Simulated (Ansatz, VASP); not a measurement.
This is a calculation of MnO for VASP 6.6.1.

The input INCAR:

```
SYSTEM = MnO
PREC = Accurate ; ENCUT = 520
EDIFF = 1E-7 ; ISMEAR = -1
SIGMA = 0.05 ; LREAL = .False.
LASPH = .True. ; NELM = 150
ALGO = Normal ; ISIF = 2
LWAVE = .False. ; LCHARG = .False.
ISPIN = 2 ; MAGMOM = 4 0
LORBIT = 11 ; LMAXMIX = 4
GGA = CA ; NBANDS = 20
```

The input KPOINTS:

```
regular mesh
0
Gamma
  9 9 9
  0 0 0
```

The input POSCAR:

```
MnO
1.0
    2.9311359788     -1.6937760844      0.0000000000
    2.9311359788      1.6937760844      0.0000000000
   -1.9578061576      0.0000000000      2.7723274387
Mn O
1 1
Direct
    0.5001990000      0.5001990000      0.5006650000
    0.7498025000      0.7498025000      0.2493360000
```

Potentials or basis: VASP PAW LDA potentials, release 64 (Mn_pv, O).

Run with:

```console
$ cat potpaw_LDA.64/Mn_pv/POTCAR potpaw_LDA.64/O/POTCAR > POTCAR
$ mpirun -np 1 vasp_std > vasp.out
```

Set up the same calculation for Ansatz 0.2.0. Potentials there: all-electron LAPW, scalar-relativistic.

As run (the cutoff follows the program's own potentials):

The input input.yaml:

```yaml
crystal:
  lattice:
    - [2.9311359788, -1.6937760844, 0.0]
    - [2.9311359788, 1.6937760844, 0.0]
    - [-1.9578061576, 0.0, 2.7723274387]
  atoms:
    - { symbol: Mn, position: [0.500199, 0.500199, 0.500665], spin: 4.0 }
    - { symbol: O, position: [0.7498025, 0.7498025, 0.249336] }
kpoints:
  mp_grid: { grid: [9, 9, 9] }
scf:
  occupations: { method: fermi_dirac, width: 0.05 }
hamiltonian:
  xc: lda
  pseudopotentials: { kind: all_electron, lapw: { basis_error: 0.001 } }
magnetization:
  spin_polarized: true
output:
  forces: true
  stress: true
  eigenvalues: true
```

Potentials or basis: all-electron LAPW, scalar-relativistic.

The run is started by

```sh
$ ansatz run input.yaml --threads 2 --pin off --max-ram 6144MiB --backend cpu --events-out ev --progress --plain --runs-dir out
```

Both were run:

|  | VASP | Ansatz | Ansatz less VASP |
| --- | --- | --- | --- |
| gap on the k mesh at the Fermi level (eV) | none | none | - |
| pressure (GPa) | -11.4 | -10.5 | +0.93 |
| traceless stress, the component that is largest in VASP (GPa) | -0.15 | -0.15 | +0.004 |
| net moment per atom (μB) | 2.40 | 2.44 | +0.039 |
| size of the moment on the site where the two differ most (μB) | 4.26 | 4.22 | -0.041 |

LDA's correlation is that of Perdew and Zunger in VASP and of Perdew and Wang (1992) in Ansatz. Site moments also hang on the region over which each program counts them. A gap of «none» marks a metal or a gap that the smearing closes. Ansatz ran all-electron here, and VASP with PAW potentials.
